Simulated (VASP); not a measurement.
**ZnO: elastic constants with PBEsol**

Crystal: ZnO.

```xyz
4
Lattice="3.2301 0.0000 0.0000 -1.6150 2.7973 0.0000 0.0000 0.0000 5.2142" Properties=species:S:1:pos:R:3 pbc="T T T"
Zn    0.0000    1.8649    2.6073
Zn    1.6150    0.9324    0.0002
O     1.6150    0.9324    1.9761
O     0.0000    1.8649    4.5832
```

* Program: VASP 6.6.1
* Task: elastic constants
* Functional: PBEsol
* Potentials or basis: VASP PAW PBE potentials, release 64 (Zn, O)
* Cutoff: 600 eV
* k mesh: 8 × 8 × 4
* Occupations: gaussian, width 0.01 eV
* Spin: no spin polarisation
* Dipole correction: no
* Ions in elastic constants: relaxed
* Further INCAR settings: ALGO = Normal; EDIFF = 1e-08; IBRION = 6; POTIM = 0.015; NSW = 1; ISIF = 3

```
Voigt bulk modulus                                      : 147 GPa
Highest phonon frequency at Γ, LO-TO splitting left out : 536 cm⁻¹
```

Phonon frequencies in cm⁻¹ (negative: imaginary):
```csv
q point,frequencies
"(0.000, 0.000, 0.000)",-1 0 0 87 87 255 377 396 396 429 429 536
```

Elastic tensor in Voigt notation (GPa, in the Cartesian axes of the cell as first typed):
```
203 127 112   0   0   0
127 203 112   0   0   0
112 112 218   0   0   0
  0   0   0  35   0   0
  0   0   0   0  35   0
  0   0   0   0   0  38
```

Clamped-ion elastic tensor (GPa):
```
277  97  69   0   0   0
 97 277  69   0   0   0
 69  69 304   0   0   0
  0   0   0  55   0   0
  0   0   0   0  55   0
  0   0   0   0   0  90
```

Run time: 20 min on 1 thread of Intel Xeon 6975P-C, with other jobs on the host, peak memory 0.38 GiB.

Caveat: the PAW data sets were made with another functional, which shifts forces and pressure a little.
